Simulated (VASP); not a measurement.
# MnFe2F2 (I4/mmm) in VASP: notebook

The runs below take MnFe2F2 through single point, with PBE.

Everything below comes from runs of VASP 6.6.1. Logs are shortened: lines on timing, memory, paths and dates and some standing lists are left out, and cuts for length are marked.

## (1) The cell of the first run

The structure is tetragonal, space group I4/mmm (No. 139). The conventional cell has a = 3.472 Å, b = 3.472 Å, c = 9.109 Å, α = 90.00°, β = 90.00°, γ = 90.00°. Mn (site symmetry 4/mmm) has 10 F at 2.71 to 3.41 Å and 8 Fe at 2.86 Å and 4 Mn at 3.47 Å within 3.6 Å. Within 2.7 Å of Fe (site symmetry -4m2) lie 4 F at 2.07 Å and 4 Fe at 2.45 Å. Within 2.8 Å of F (site symmetry 4mm) lie 4 Fe at 2.07 Å and 1 F at 2.30 Å and 4 Mn at 2.71 Å.

## (2) Single point, PBE, collinear spin, ferromagnetic start

Contents of INCAR:

```
SYSTEM = MnFe2F2
PREC = Accurate ; ENCUT = 520
EDIFF = 1E-7 ; ISMEAR = 0
SIGMA = 0.1 ; LREAL = .FALSE.
LASPH = .TRUE. ; NELM = 150
ALGO = Normal ; ISIF = 2
LWAVE = .FALSE. ; LCHARG = .FALSE.
ISPIN = 2 ; MAGMOM = 4 4 4 0 0
LORBIT = 11 ; LMAXMIX = 4
GGA = PE ; NBANDS = 34
```

Contents of KPOINTS:

```
regular mesh
0
G
  8 8 8
  0 0 0
```

Contents of POSCAR:

```
MnFe2F2
1.0
   -1.7357815884      1.7357815884      4.5542784250
    1.7357815884     -1.7357815884      4.5542784250
    1.7357815884      1.7357815884     -4.5542784250
Mn Fe F
1 2 2
Direct
    0.0000000000      0.0000000000      0.0000000000
    0.2500000000      0.7500000000      0.5000000000
    0.7500000000      0.2500000000      0.5000000000
    0.6260000000      0.6260000000      0.0000000000
    0.3740000000      0.3740000000      0.0000000000
```

Potentials or basis: VASP PAW PBE potentials, release 64 (Mn_pv, Fe, F).

Run with:

```sh
> cat potpaw_PBE.64/Mn_pv/POTCAR potpaw_PBE.64/Fe/POTCAR potpaw_PBE.64/F/POTCAR > POTCAR
> mpirun -np 1 vasp_std > vasp.out
```

OUTCAR:

```text
SYSTEM = MnFe2F2
   PREC = Accurate
   ENCUT = 520
   EDIFF = 1E-7
   ISMEAR = 0
   LREAL = .FALSE.
   LASPH = .TRUE.
   NELM = 150
   ISIF = 2
   ISPIN = 2
   LORBIT = 11
   GGA = PE

 ion  position               nearest neighbor table
   1  0.000  0.000  0.000-   3 2.86   2 2.86   2 2.86   3 2.86   2 2.86   3 2.86   3 2.86   2 2.86

   2  0.250  0.750  0.500-   5 2.07   4 2.07   5 2.07   4 2.07   3 2.45   3 2.45   3 2.45   3 2.45
                             1 2.86   1 2.86   1 2.86   1 2.86
   3  0.750  0.250  0.500-   5 2.07   4 2.07   5 2.07   4 2.07   2 2.45   2 2.45   2 2.45   2 2.45
                             1 2.86   1 2.86   1 2.86   1 2.86
   4  0.626  0.626  0.000-   2 2.07   3 2.07   2 2.07   3 2.07
   5  0.374  0.374  0.000-   2 2.07   3 2.07   2 2.07   3 2.07

  LATTYP: Found a body centered tetragonal cell.
 ALAT       =     3.4715631768
 C/A-ratio  =     2.6237623762

  Lattice vectors:

 A1 = (  -1.7357815884,   1.7357815884,   4.5542784250)
 A2 = (   1.7357815884,  -1.7357815884,   4.5542784250)
 A3 = (   1.7357815884,   1.7357815884,  -4.5542784250)

Analysis of symmetry for initial positions (statically):
=====================================================================
 Subroutine PRICEL returns:
 Original cell was already a primitive cell.

 Routine SETGRP: Setting up the symmetry group for a
 body centered tetragonal supercell.

 Subroutine GETGRP returns: Found 16 space group operations
 (whereof 16 operations were pure point group operations)
 out of a pool of 16 trial point group operations.

The static configuration has the point symmetry D_4h.

Analysis of symmetry for dynamics (positions and initial velocities):
=====================================================================
 Subroutine PRICEL returns:
 Original cell was already a primitive cell.

 Routine SETGRP: Setting up the symmetry group for a
 body centered tetragonal supercell.

 Subroutine GETGRP returns: Found 16 space group operations
 (whereof 16 operations were pure point group operations)
 out of a pool of 16 trial point group operations.

The dynamic configuration has the point symmetry D_4h.

Analysis of structural, dynamic, and magnetic symmetry:
=====================================================================
 Subroutine PRICEL returns:
 Original cell was already a primitive cell.

 Routine SETGRP: Setting up the symmetry group for a
 body centered tetragonal supercell.

 Subroutine GETGRP returns: Found 16 space group operations
 (whereof 16 operations were pure point group operations)
 out of a pool of 16 trial point group operations.

The overall configuration has the point symmetry D_4h.

 Subroutine INISYM returns: Found 16 space group operations
 (whereof 16 operations are pure point group operations),
 and found     1 'primitive' translations

----------------------------------------------------------------------------------------

                                     Primitive cell

  volume of cell :      54.8870

  direct lattice vectors                    reciprocal lattice vectors
    -1.735781588  1.735781588  4.554278425     0.000000000  0.288054674  0.109786876
     1.735781588 -1.735781588  4.554278425     0.288054674  0.000000000  0.109786876
     1.735781588  1.735781588 -4.554278425     0.288054674  0.288054674  0.000000000

  length of vectors
     5.173715050  5.173715050  5.173715050     0.308267179  0.308267179  0.407370827

  position of ions in fractional coordinates (direct lattice)
     0.000000000  0.000000000  0.000000000
     0.250000000  0.750000000  0.500000000
     0.750000000  0.250000000  0.500000000
     0.626000000  0.626000000  0.000000000
     0.374000000  0.374000000  0.000000000

  ion indices of the primitive-cell ions
   primitive index   ion index
                 1           1
                 2           2
                 3           3
                 4           4
                 5           5

----------------------------------------------------------------------------------------

 KPOINTS: regular mesh

Automatic generation of k-mesh.
 Grid dimensions read from file:
 generate k-points for:    8    8    8

 Generating k-lattice:

  Cartesian coordinates                     Fractional coordinates (reciprocal lattice)
     0.000000000  0.036006834  0.013723359     0.125000000  0.000000000  0.000000000
     0.036006834  0.000000000  0.013723359     0.000000000  0.125000000  0.000000000
     0.036006834  0.036006834  0.000000000     0.000000000  0.000000000  0.125000000

  Length of vectors
     0.038533397  0.038533397  0.050921353

  Shift w.r.t. Gamma in fractional coordinates (k-lattice)
     0.000000000  0.000000000  0.000000000

 Subroutine IBZKPT returns following result:
 ===========================================

 Found     59 irreducible k-points:

 Following reciprocal coordinates:
            Coordinates               Weight
  0.000000  0.000000  0.000000      1.000000
  0.125000 -0.000000  0.000000      8.000000
  0.250000 -0.000000  0.000000      8.000000
  0.375000 -0.000000  0.000000      8.000000
  0.500000 -0.000000  0.000000      4.000000
  0.125000  0.125000  0.000000      8.000000
[... 16 lines left out ...]
  0.250000  0.125000  0.125000     16.000000
  0.375000  0.125000  0.125000      8.000000
 [... further k-points ...]
   k-points           NKPTS =     59   k-points in BZ     NKDIM =     59   number of bands    NBANDS=     34
   number of dos      NEDOS =    301   number of ions     NIONS =      5
   total plane-waves  NPLWV =  64000
   dimension x,y,z NGX =    40 NGY =   40 NGZ =   40
   dimension x,y,z NGXF=    80 NGYF=   80 NGZF=   80
   ions per type =               1   2   2
   NGX,Y,Z   is equivalent  to a cutoff of  12.85, 12.85, 12.85 a.u.
   NGXF,Y,Z  is equivalent  to a cutoff of  25.71, 25.71, 25.71 a.u.
 SYSTEM =  MnFe2F2
   PREC   = accura    normal or accurate (medium, high low for compatibility)
   ISTART =      0    job   : 0-new  1-cont  2-samecut
   ICHARG =      2    charge: 1-file 2-atom 10-const
   ISPIN  =      2    spin polarized calculation?
   LNONCOLLINEAR =      F non collinear calculations
   LSORBIT =      F    spin-orbit coupling
   LASPH  =      T    aspherical Exc in radial PAW
   ENCUT  =  520.0 eV  38.22 Ry    6.18 a.u.   9.62  9.62  9.62*2*pi/ulx,y,z
   NELM   =    150;   NELMIN=  2; NELMDL= -5     # of ELM steps
   EDIFF  = 0.1E-06   stopping-criterion for ELM
   LREAL  =      F    real-space projection
   EDIFFG = 0.1E-05   stopping-criterion for IOM
   NSW    =      0    number of steps for IOM
   IBRION =     -1    ionic relax: 0-MD 1-quasi-New 2-CG
   NFREE  =      0    steps in history (QN), initial steepest desc. (CG)
   ISIF   =      2    stress and relaxation
   ISYM   =      2    0-nonsym 1-usesym 2-fastsym
   POTIM  = 0.5000    time-step for ionic-motion
   TEBEG  =    0.0;   TEEND  =   0.0 temperature during run
   PSTRESS=    0.0 pullay stress
   NELECT =      43.0000    total number of electrons
   NUPDOWN=      -1.0000    fix difference up-down
   EMIN   =  10.00;   EMAX   =-10.00  energy-range for DOS
   EFERMI =   0.00;   METHOD = LEGACY
   ISMEAR =     0;   SIGMA  =   0.10  broadening in eV -4-tet -1-fermi 0-gaus
   EFERMI_NEDOS =   21; number of points for ismear=-14 and -15
   IALGO  =     38    algorithm
   IMIX   =      4    mixing-type and parameters
     AMIX     =   0.40;   BMIX     =  1.00
     AMIX_MAG =   1.60;   BMIX_MAG =  1.00
  volume/ion in A,a.u.               =      10.98        74.08
  Fermi-wavevector in a.u.,A,eV,Ry     =   1.509180  2.851937 30.988964  2.277625
  Thomas-Fermi vector in A             =   2.619536
   LORBIT       =     11    0 simple, 1 ext, 2 COOP (PROOUT), +10 PAW based schemes
   GGA     = PE    functional components
   LHFCALC =     F    Hartree Fock is set to
   AEXX    =    0.0000 exact exchange contribution
   IVDW    =     0    specifies the selected vdW correction
   LEPSILON=     F    determine dielectric tensor
   LRPA    =     F    only Hartree local field effects (RPA)
 spin polarized calculation
 Gauss-broadening in eV      SIGMA  =   0.10
  energy-cutoff  :      520.00
  volume of cell :       54.89
 maximum number of plane-waves:      1509
 NGX is ok and might be reduce to    40
   NGX = 19   NGY = 19   NGZ = 19

 number of electron      42.9999984 magnetization      10.2955210

 Free energy of the ion-electron system (eV)
  ---------------------------------------------------
  ext. energy  EPLUGINS =         0.00000000
  ---------------------------------------------------
  free energy    TOTEN  =       -29.43668883 eV

  energy without entropy =      -29.42261026  energy(sigma->0) =      -29.42964954

 E-fermi :   6.6314     XC(G=0): -12.0161

 val. band max:        6.6127153557   @ k =  -0.1250   0.5000   0.1250
 cond. band min:       6.6422457527   @ k =   0.3750  -0.0000   0.0000
 fundamental gap:      0.0295303970
 Fermi energy:         6.6313766133

 spin component 1

 k-point     1 :       0.0000    0.0000    0.0000
  band No.  band energies     occupation
      1     -43.4987      1.00000
      2     -43.4987      1.00000
      3     -43.3303      1.00000
      4     -19.9348      1.00000
      5     -19.3906      1.00000
      6      -3.0142      1.00000
[... 25 lines left out ...]
     32      15.1392      0.00000
     33      15.8672      0.00000

 k-point     2 :       0.1250   -0.0000    0.0000
  band No.  band energies     occupation
      1     -43.5000      1.00000
      2     -43.4986      1.00000
      3     -43.3302      1.00000
      4     -19.9144      1.00000
      5     -19.3930      1.00000
      6      -2.9317      1.00000
[... 25 lines left out ...]
     32      15.2837      0.00000
     33      16.0035      0.00000
[... 754 lines left out ...]
     32      14.3500      0.00000
     33      16.2157      0.00000

 k-point    24 :       0.3750    0.1250    0.1250
  band No.  band energies     occupation
      1     -43.5073      1.00000
      2     -43.5024      1.00000
      3     -43.3293      1.00000
      4     -19.7627      1.00000
      5     -19.3910      1.00000
      6      -2.7633      1.00000
[... 25 lines left out ...]
     32      15.1697      0.00000
     33      16.9451      0.00000

 [... further k-points ...]

 spin component 2

 k-point     1 :       0.0000    0.0000    0.0000
  band No.  band energies     occupation
      1     -39.2442      1.00000
      2     -39.2442      1.00000
      3     -39.1898      1.00000
      4     -19.6783      1.00000
      5     -19.1233      1.00000
      6      -2.6563      1.00000
[... 25 lines left out ...]
     32      16.2897      0.00000
     33      17.2948      0.00000

 k-point     2 :       0.1250   -0.0000    0.0000
  band No.  band energies     occupation
      1     -39.2458      1.00000
      2     -39.2440      1.00000
      3     -39.1897      1.00000
      4     -19.6576      1.00000
      5     -19.1260      1.00000
      6      -2.5843      1.00000
[... 25 lines left out ...]
     32      16.1830      0.00000
     33      17.3857      0.00000
[... 754 lines left out ...]
     32      15.6642      0.00000
     33      17.3514      0.00000

 k-point    24 :       0.3750    0.1250    0.1250
  band No.  band energies     occupation
      1     -39.2550      1.00000
      2     -39.2488      1.00000
      3     -39.1884      1.00000
      4     -19.5033      1.00000
      5     -19.1253      1.00000
      6      -2.3609      1.00000
[... 25 lines left out ...]
     32      16.4420      0.00000
     33      18.1453      0.00000

 [... further k-points ...]

 [bands above 33 left out]

------------------------ aborting loop because EDIFF is reached ----------------------------------------

  FORCE on cell =-STRESS in cart. coord.  units (eV):
  Direction    XX          YY          ZZ          XY          YZ          ZX
  --------------------------------------------------------------------------------------
  -------------------------------------------------------------------------------------
  Total        8.8636046      8.8636046      8.5479145      0.0000000     -0.0000000      0.0000000
  in kB      258.7326489    258.7326489    249.5175114      0.0000000     -0.0000000      0.0000000
  external PRESSURE =     255.6609364 kB  Pullay stress =       0.0000000 kB

 VOLUME and BASIS-vectors are now :
 -----------------------------------------------------------------------------
  energy-cutoff  :      520.00
  volume of cell :       54.89
      direct lattice vectors                 reciprocal lattice vectors
    -1.735781588  1.735781588  4.554278425     0.000000000  0.288054674  0.109786876
     1.735781588 -1.735781588  4.554278425     0.288054674  0.000000000  0.109786876
     1.735781588  1.735781588 -4.554278425     0.288054674  0.288054674  0.000000000

 POSITION                                       TOTAL-FORCE (eV/Angst)
 -----------------------------------------------------------------------------------
      0.00000      0.00000      0.00000         0.000000      0.000000      0.000000
      1.73578      0.00000      2.27714         0.000000      0.000000     -0.000000
      0.00000      1.73578      2.27714         0.000000      0.000000      0.000000
      0.00000      0.00000      5.70196         0.000000      0.000000     -1.659353
      0.00000      0.00000      3.40660        -0.000000     -0.000000      1.659353
 -----------------------------------------------------------------------------------
    total drift:                                0.000000     -0.000000     -0.000000

  FREE ENERGIE OF THE ION-ELECTRON SYSTEM (eV)
  ---------------------------------------------------
  free  energy   TOTEN  =       -29.4366888329 eV

  energy  without entropy=      -29.4226102562  energy(sigma->0) =      -29.42964954

 total charge

# of ion       s       p       d       tot
------------------------------------------
    1        0.277   6.116   5.023  11.416
    2        0.378   0.401   6.368   7.147
    3        0.378   0.401   6.368   7.147
    4        1.764   4.326   0.000   6.090
    5        1.764   4.326   0.000   6.090
--------------------------------------------------
tot          4.562  15.569  17.759  37.890

 magnetization (x)

# of ion       s       p       d       tot
------------------------------------------
    1        0.022  -0.002   3.958   3.978
    2       -0.003  -0.000   2.894   2.891
    3       -0.003  -0.000   2.894   2.891
    4        0.010   0.122   0.000   0.132
    5        0.010   0.122   0.000   0.132
--------------------------------------------------
tot          0.036   0.241   9.747  10.024
```

Run time: 5.3 min. Hardware: 1 thread of Intel Xeon Platinum 8488C (Sapphire Rapids), shared host; peak memory 0.39 GiB.

What came out:

```
Free energy                                           : -29.4367 eV
Pressure                                              : 25.6 GPa
Largest force                                         : 1.659 eV/Å
Net moment                                            : 10.30 μB per cell
Site moments                                          : Mn +3.98; Fe +2.89; F +0.13 μB
Valence electrons inside the program's atomic spheres : Mn 11.42; Fe 7.15; F 6.09
```

Forces on the atoms (eV/Å):
```
Mn   0.000  0.000  0.000
Fe   0.000  0.000  0.000
Fe   0.000  0.000  0.000
F    0.000  0.000 -1.659
F    0.000  0.000  1.659
```

Caveat: the cell stands under pressure; the run started ferromagnetic, and an antiferromagnetic order may lie lower in energy; forces of over 1 eV/Å act on the atoms, so gaps and moduli don't describe the material at rest.

## (3) Single point, PBE, collinear spin, ferromagnetic start

This run uses another cell than the first one, of 13.20 Å³/atom.

Contents of INCAR:

```
PREC     = Accurate       # precision mode
ENCUT    = 520            # plane-wave cutoff, eV
EDIFF    = 1E-6           # SCF threshold, eV
ISMEAR   = 0              # smearing method
SIGMA    = 0.1            # smearing width, eV
LREAL    = F              # projectors in reciprocal space
LASPH    = T              # aspherical terms in the spheres
NELM     = 150            # most SCF steps
ALGO     = Normal         # electronic algorithm
ISIF     = 2              # what is computed and relaxed
LWAVE    = F              # write WAVECAR
LCHARG   = F              # write CHGCAR
ISPIN    = 2              # spin polarisation
MAGMOM   = 4.38 3.03 3.03 0.15 0.15 # initial moments
LORBIT   = 11             # projections on sites
LMAXMIX  = 4              # l up to which the mixer works
GGA      = PE             # functional
NBANDS   = 34             # bands
```

Contents of KPOINTS:

```
regular mesh
0
Gamma
  8 8 8
```

Contents of POSCAR:

```
MnFe2F2
1.0
   -1.8032078270      1.8032078270      5.0732983971
    1.8032078270     -1.8032078270      5.0732983971
    1.8032078270      1.8032078270     -5.0732983971
Mn Fe F
1 2 2
Direct
    0.0000000000      0.0000000000      0.0000000000
    0.2500000000      0.7500000000      0.5000000000
    0.7500000000      0.2500000000      0.5000000000
    0.6167992465      0.6167992465      0.0000000000
    0.3832007535      0.3832007535      0.0000000000
```

Potentials or basis: VASP PAW PBE potentials, release 64 (Mn_pv, Fe, F).

Run with:

```sh
> cat potpaw_PBE.64/Mn_pv/POTCAR potpaw_PBE.64/Fe/POTCAR potpaw_PBE.64/F/POTCAR > POTCAR
> mpirun -np 1 vasp_std > vasp.out
```

Wall time 7.3 min (1 thread of Intel Xeon Platinum 8488C (Sapphire Rapids), shared host); peak memory 0.45 GiB.

The run converged. Its results:

- Free energy: -30.3218 eV
- Pressure: -0.2 GPa
- Net moment: 10.80 μB per cell
- Site moments: Mn +4.20; Fe +3.03; F +0.12 μB
- Valence electrons inside the program's atomic spheres: Mn 11.26; Fe 6.85; F 6.04

Stress tensor (GPa, compression positive):
```
-0.30  0.00  0.00
 0.00 -0.30  0.00
 0.00  0.00  0.10
```

Levels at points of the mesh, in eV from the Fermi level:
Spin up:
| k point | band 24 | band 25 | band 26 | band 27 | band 28 | band 29 | band 30 | band 31 |
| --- | --- | --- | --- | --- | --- | --- | --- | --- |
| (0.00, 0.00, 0.00) | -1.90 | -1.90 | -1.86 | -0.75 | 1.15 | 3.57 | 6.94 | 6.94 |
| (0.50, 0.00, 0.00) | -2.12 | -2.00 | -1.97 | -0.28 | 0.30 | 2.58 | 2.77 | 7.87 |
| (0.50, 0.50, 0.00) | -2.17 | -1.55 | -1.42 | 0.76 | 2.08 | 3.34 | 3.48 | 4.87 |
| (0.50, 0.50, 0.50) | -2.16 | -2.16 | -1.86 | -1.85 | -0.75 | 6.44 | 6.44 | 7.54 |
Spin down:
```tsv
k point	band 12	band 13	band 14	band 15	band 16	band 17	band 18	band 19	band 20	band 21
(0.00, 0.00, 0.00)	-4.05	-2.05	-1.37	-1.21	0.01	0.27	0.54	0.54	0.67	0.67
(0.50, 0.00, 0.00)	-1.53	-1.13	-0.75	-0.64	-0.54	-0.21	0.02	0.49	0.64	0.65
(0.50, 0.50, 0.00)	-2.20	-1.58	-1.51	-1.44	0.23	0.33	0.63	0.66	0.85	1.18
(0.50, 0.50, 0.50)	-2.36	-2.04	-2.04	-0.84	-0.70	-0.65	0.33	0.33	1.10	1.21
```

Caveat: the run started ferromagnetic, and an antiferromagnetic order may lie lower in energy.
